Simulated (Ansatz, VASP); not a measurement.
# Rh: VASP beside Ansatz

```
CELL_PARAMETERS angstrom
0.00000 1.87706 1.87706
1.87706 0.00000 1.87706
1.87706 1.87706 0.00000
ATOMIC_POSITIONS crystal
Rh 0.00000 0.00000 0.00000
```

Alike in both runs: functional LDA; k mesh 18 × 18 × 18; occupations gaussian, width 0.1 eV; no spin polarisation.

Ansatz relaxed the structure, and its values are those at the end. VASP's run is a single point on that final structure, the one shown.

|  | VASP | Ansatz |
| --- | --- | --- |
| version | VASP 6.6.1 | Ansatz 0.2.0 |
| potentials or method | VASP PAW LDA potentials, release 64 (Rh_pv), cutoff 500 eV | scalar-relativistic, plane waves, PAW |
| valence electrons in the cell | 15 | 17 |

|  | VASP | Ansatz | Ansatz less VASP |
| --- | --- | --- | --- |
| gap on the k mesh at the Fermi level (eV) | none | none | - |
| pressure (GPa) | 0.9 | 0.0 | -0.87 |

Ansatz warns that its potentials were made for another functional, while VASP's fit it. LDA's correlation is that of Perdew and Zunger in VASP and of Perdew and Wang (1992) in Ansatz. A gap of «none» marks a metal or a gap that the smearing closes. VASP's potentials hold 15 valence electrons a cell and Ansatz's 17, so a difference there can come from the potentials and not from the codes.
